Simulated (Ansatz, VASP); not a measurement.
## PbS: VASP beside Ansatz

INCAR

```
SYSTEM = PbS
ALGO = Normal
EDIFF = 1E-7
ENCUT = 520
GGA = PE
ISIF = 2
ISMEAR = 0
LASPH = .TRUE.
LCHARG = .FALSE.
LREAL = .FALSE.
LWAVE = .FALSE.
NBANDS = 17
NELM = 60
PREC = Accurate
SIGMA = 0.03
```

KPOINTS

```
k-points
0
G
  10 10 10
  0 0 0
```

The input POSCAR:

```
PbS
1.0
    0.0000000000      3.0539500000      3.0094750000
    3.0539500000      0.0000000000      3.0094750000
    3.0539500000      3.0539500000      0.0000000000
Pb S
1 1
Direct
    0.0000000000      0.0000000000      0.0000000000
    0.5000000000      0.5000000000      0.5000000000
```

Input for Ansatz:

```yaml
crystal:
  lattice:
    - [0.0, 3.05395, 3.009475]
    - [3.05395, 0.0, 3.009475]
    - [3.05395, 3.05395, 0.0]
  atoms:
    - { symbol: Pb, position: [0.0, 0.0, 0.0] }
    - { symbol: S, position: [0.5, 0.5, 0.5] }
basis:
  ecutwfc: 420
kpoints:
  mp_grid: { grid: [10, 10, 10] }
hamiltonian:
  xc: pbe
scf:
  occupations: { method: gaussian, width: 0.03 }
output:
  forces: true
  stress: true
  eigenvalues: true
```

Change from the starting cell: strain +0.030 along x and y, +0.015 along z, atoms carried along.

Alike in both runs: task single point; functional PBE; k mesh 10 × 10 × 10; occupations gaussian, width 0.03 eV; no spin polarisation.

```csv
,VASP,Ansatz
version,VASP 6.6.1,Ansatz 0.2.0
potentials or method,"VASP PAW PBE potentials, release 64 (Pb_d, S), cutoff 520 eV","scalar-relativistic, plane waves, PAW"
valence electrons in the cell,20,20
```

|  | VASP | Ansatz | Ansatz less VASP |
| --- | --- | --- | --- |
| gap on the k mesh at the Fermi level (eV) | 0.60 | 0.59 | -0.006 |
| least direct gap on the mesh (eV) | 0.60 | 0.59 | -0.006 |
| pressure (GPa) | -1.7 | -1.7 | +0.07 |
| traceless stress, the component that is largest in VASP (GPa) | 0.91 | 0.91 | -0.002 |

Neither program's run includes spin-orbit coupling.
